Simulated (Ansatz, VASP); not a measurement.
One calculation of AlP, two programs

File INCAR:

```
SYSTEM = AlP
ALGO     = Normal         ! electronic algorithm
EDIFF    = 1E-6           ! SCF threshold, eV
ENCUT    = 500            ! plane-wave cutoff, eV
GGA      = PE             ! functional
GGA_COMPAT= .FALSE.      
ISIF     = 2              ! what is computed and relaxed
ISMEAR   = 0              ! smearing method
LASPH    = .TRUE.         ! aspherical terms in the spheres
LCHARG   = .FALSE.        ! write CHGCAR
LREAL    = .FALSE.        ! projectors in reciprocal space
LWAVE    = .FALSE.        ! write WAVECAR
NBANDS   = 11             ! bands
NELM     = 120            ! most SCF steps
PREC     = Accurate       ! precision mode
SIGMA    = 0.02           ! smearing width, eV
```

The input KPOINTS:

```
k-points
0
G
  8 8 8
  0 0 0
```

POSCAR

```
AlP
1.0
    0.0000000000      2.7255000000      2.7255000000
    2.7255000000      0.0000000000      2.7255000000
    2.7255000000      2.7255000000      0.0000000000
Al P
1 1
Direct
    0.0000000000      0.0000000000      0.0000000000
    0.2500000000      0.2500000000      0.2500000000
```

Input for Ansatz:

```yaml
crystal:
  lattice:
    - [0.0, 2.7255, 2.7255]
    - [2.7255, 0.0, 2.7255]
    - [2.7255, 2.7255, 0.0]
  atoms:
    - { symbol: Al, position: [0.0, 0.0, 0.0] }
    - { symbol: P, position: [0.25, 0.25, 0.25] }
basis:
  ecutwfc: 420
kpoints:
  mp_grid: { grid: [8, 8, 8] }
hamiltonian:
  xc: pbe
scf:
  occupations: { method: gaussian, width: 0.02 }
output:
  forces: true
  stress: true
  eigenvalues: true
  populations: true
```

Alike in both runs: task single point; functional PBE; k mesh 8 × 8 × 8; occupations gaussian, width 0.02 eV; no spin polarisation.

|  | VASP | Ansatz |
| --- | --- | --- |
| version | VASP 6.6.1 | Ansatz 0.2.0 |
| potentials or method | VASP PAW PBE potentials, release 64 (Al, P), cutoff 500 eV | scalar-relativistic, plane waves, PAW |
| valence electrons in the cell | 8 | 8 |

VASP gave:

```
gap on the k mesh at the Fermi level (eV) : 1.57
least direct gap on the mesh (eV)         : 3.35
pressure (GPa)                            : 2.6
```

Which values does Ansatz return?

gap on the k mesh at the Fermi level (eV): 1.57; least direct gap on the mesh (eV): 3.35; pressure (GPa): 2.7.
